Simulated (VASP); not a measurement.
CO, 16 atoms in the cell. The structure is monoclinic, space group C2 (No. 5). Conventional cell: a = 24.543 Å, b = 5.953 Å, c = 5.953 Å, α = 90.00°, β = 104.04°, γ = 90.00°. Within 1.5 Å of C (site symmetry 1) lie 1 O at 1.13 Å. Within 1.5 Å of C (site symmetry 1) lie 1 O at 1.13 Å. C (site symmetry 1) has 1 O at 1.13 Å within 1.5 Å. Within 1.5 Å of C (site symmetry 1) lie 1 O at 1.13 Å. Within 1.5 Å of O (site symmetry 1) lie 1 C at 1.13 Å. Within 1.5 Å of O (site symmetry 1) lie 1 C at 1.13 Å. Within 1.5 Å of O (site symmetry 1) lie 1 C at 1.13 Å. O (site symmetry 1) has 1 C at 1.13 Å within 1.5 Å.  This cell differs from its parent crystal: the part above a cut slid along it.

```yaml
Program: VASP 6.6.1
Task: single point
Functional: PBEsol
Potentials_or_basis: VASP PAW PBE potentials, release 64 (C, O)
Cutoff: 520 eV
k_mesh: 4 × 4 × 2
Occupations: gaussian, width 0.05 eV
Spin: no spin polarisation
Dipole_correction: no
Further_INCAR_settings: LREAL = Auto; ALGO = Normal; EDIFF = 1e-07; NBANDS = 54; ISYM = 0
```

Potentials or basis: VASP PAW PBE potentials, release 64 (C, O).

The run is started by

```console
$ cat potpaw_PBE.64/C/POTCAR potpaw_PBE.64/O/POTCAR > POTCAR
$ mpirun -np 1 vasp_std > vasp.out
```

Hardware: 1 thread of AMD EPYC 7R13, on a shared host.

Q: Estimate the wall time of this run.

A: It took 19 min on 1 thread of AMD EPYC 7R13, with other jobs on the host, peak memory 0.65 GiB. Counts: scf iterations 16, k points 20.
